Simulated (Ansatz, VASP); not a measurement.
# One calculation of Tl2I5, two programs

Contents of INCAR:

```
SYSTEM = Tl2I5
ALGO = Normal
EDIFF = 1E-6
ENCUT = 520
GGA = PE
ISIF = 2
ISMEAR = 0
LASPH = .TRUE.
LCHARG = .TRUE.
LELF = .TRUE.
LREAL = .FALSE.
LVHAR = .TRUE.
LWAVE = .FALSE.
NBANDS = 40
NELM = 80
PREC = Accurate
SIGMA = 0.1
```

Contents of KPOINTS:

```
k-points
0
G
  4 4 4
  0 0 0
```

Contents of POSCAR:

```
Tl2I5
1.0
    0.0000000000      5.2135619500      5.2135619500
    5.2135619500      0.0000000000      5.2135619500
    5.2135619500      5.2135619500      0.0000000000
Tl I
2 5
Direct
    0.0000000000      0.0000000000      0.0000000000
    0.2500000000      0.2500000000      0.2500000000
    0.5928130900      0.5928130900      0.5928130900
    0.5928130900      0.5928130900      0.2215607400
    0.5928130900      0.2215607400      0.5928130900
    0.2215607400      0.5928130900      0.5928130900
    0.7500000000      0.7500000000      0.7500000000
```

Input for Ansatz:

```yaml
crystal:
  lattice:
    - [0.0, 5.21356195, 5.21356195]
    - [5.21356195, 0.0, 5.21356195]
    - [5.21356195, 5.21356195, 0.0]
  atoms:
    - { symbol: Tl, position: [0.0, 0.0, 0.0] }
    - { symbol: Tl, position: [0.25, 0.25, 0.25] }
    - { symbol: I, position: [0.59281309, 0.59281309, 0.59281309] }
    - { symbol: I, position: [0.59281309, 0.59281309, 0.22156074] }
    - { symbol: I, position: [0.59281309, 0.22156074, 0.59281309] }
    - { symbol: I, position: [0.22156074, 0.59281309, 0.59281309] }
    - { symbol: I, position: [0.75, 0.75, 0.75] }
basis:
  ecutwfc: 420
kpoints:
  mp_grid: { grid: [4, 4, 4] }
hamiltonian:
  xc: pbe
scf:
  occupations: { method: gaussian, width: 0.1 }
  lower_state_search: "off"
output:
  forces: true
  stress: true
  eigenvalues: true
```

Alike in both runs: task single point; functional PBE; k mesh 4 × 4 × 4; occupations gaussian, width 0.1 eV; no spin polarisation.

|  | VASP | Ansatz |
| --- | --- | --- |
| version | VASP 6.6.1 | Ansatz 0.2.0 |
| potentials or method | VASP PAW PBE potentials, release 64 (Tl_d, I), cutoff 520 eV | scalar-relativistic, plane waves, PAW |
| valence electrons in the cell | 61 | 111 |

```csv
,VASP,Ansatz,Ansatz less VASP
gap on the k mesh at the Fermi level (eV),none,none,-
pressure (GPa),14.3,14.3,+0.06
rms of the force components (eV/Å),3.071,3.066,-0.0052
```

Atom by atom the forces differ by 0.005 eV/Å (rms over components). A gap of «none» marks a metal or a gap that the smearing closes. VASP's potentials hold 61 valence electrons a cell and Ansatz's 111, so a difference there can come from the potentials and not from the codes.

Spin-orbit coupling is off throughout.
